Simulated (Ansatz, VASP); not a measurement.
## One calculation of Sb, two programs

Contents of INCAR:

```
SYSTEM = Sb
PREC = Accurate
ENCUT = 520
EDIFF = 1E-6
ISMEAR = -1
SIGMA = 0.05
LREAL = .FALSE.
LASPH = .TRUE.
NELM = 100
ALGO = Normal
ISIF = 2
LWAVE = .FALSE.
LCHARG = .FALSE.
NBANDS = 12
```

File KPOINTS:

```
regular mesh
0
G
  8 8 8
  0 0 0
```

POSCAR

```
Sb
1.0
    2.1684666409      1.2519647989      3.7828881425
   -2.1684666409      1.2519647989      3.7828881425
    0.0000000000     -2.5039295978      3.7828881425
Sb
2
Direct
    0.7665100000      0.7665100000      0.7665100000
    0.2334900000      0.2334900000      0.2334900000
```

The input input.yaml:

```yaml
crystal:
  lattice:
    - [2.1684666409, 1.2519647989, 3.7828881425]
    - [-2.1684666409, 1.2519647989, 3.7828881425]
    - [0.0, -2.5039295978, 3.7828881425]
  atoms:
    - { symbol: Sb, position: [0.76651, 0.76651, 0.76651] }
    - { symbol: Sb, position: [0.23349, 0.23349, 0.23349] }
hamiltonian:
  xc: lda
  pseudopotentials: { kind: paw }
kpoints:
  mp_grid: { grid: [8, 8, 8] }
scf:
  occupations: { method: fermi_dirac, width: 0.05 }
output:
  forces: true
  stress: true
  eigenvalues: true
  write_density: true
  write_potential: true
  elf: true
  volumetric_format: npy
```

Alike in both runs: task single point; functional LDA; k mesh 8 × 8 × 8; occupations fermi-dirac, width 0.05 eV; no spin polarisation.

|  | VASP | Ansatz |
| --- | --- | --- |
| version | VASP 6.6.1 | Ansatz 0.2.0 |
| potentials or method | VASP PAW LDA potentials, release 64 (Sb) | Ansatz PAW |
| plane-wave cutoff (eV) | 520 | 420 |
| valence electrons in the cell | 10 | 30 |

Ansatz gave:

| Item | Value |
| --- | --- |
| gap on the k mesh at the Fermi level (eV) | none |
| pressure (GPa) | -2.2 |
| traceless stress, the component that is largest in VASP (GPa) | -0.14 |
| rms of the force components (eV/Å) | 0.050 |

Problem. What did VASP give for the same quantities?

Solution. gap on the k mesh at the Fermi level (eV): none; pressure (GPa): -2.0; traceless stress, the component that is largest in VASP (GPa): -0.21; rms of the force components (eV/Å): 0.015.

LDA's correlation is that of Perdew and Zunger in VASP and of Perdew and Wang (1992) in Ansatz. Atom by atom the forces differ by 0.035 eV/Å (rms over components). A gap of «none» marks a metal or a gap that the smearing closes. VASP's potentials hold 10 valence electrons a cell and Ansatz's 30, so a difference there can come from the potentials and not from the codes.

Neither program's run includes spin-orbit coupling.
